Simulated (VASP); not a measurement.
# Cu: single point with LDA

Crystal: Cu.

```
Cu
1.0
     0.00000    1.80750    1.80750
     1.80750    0.00000    1.80750
     1.80750    1.80750    0.00000
Cu
1
Direct
  0.00000 0.00000 0.00000
```

| Quantity | Value |
| --- | --- |
| Program | VASP 6.6.1 |
| Task | single point |
| Functional | LDA |
| Potentials or basis | VASP PAW LDA potentials, release 64 (Cu) |
| Cutoff | 600 eV |
| k mesh | 13 × 13 × 13 |
| Occupations | fermi-dirac, width 0.05 eV |
| Spin | no spin polarisation |

```
Pressure               : -11.8 GPa
Band gap on the k mesh : zero (an odd number of electrons rules out a gap without spin polarisation)
```

Levels at points of the mesh, in eV from the Fermi level:
```csv
k point,band 4,band 5,band 6,band 7,band 8,band 9
"(0.00, 0.00, 0.00)",-3.25,-2.41,-2.41,22.52,24.98,24.98
```

Wall time 18 s on 1 thread of Intel(R) Xeon(R) Platinum 8259CL CPU @ 2.50GHz (Skylake/Cascade Lake), with other jobs on the host, peak memory 0.12 GiB.

Caveat: the cell stands under tension.
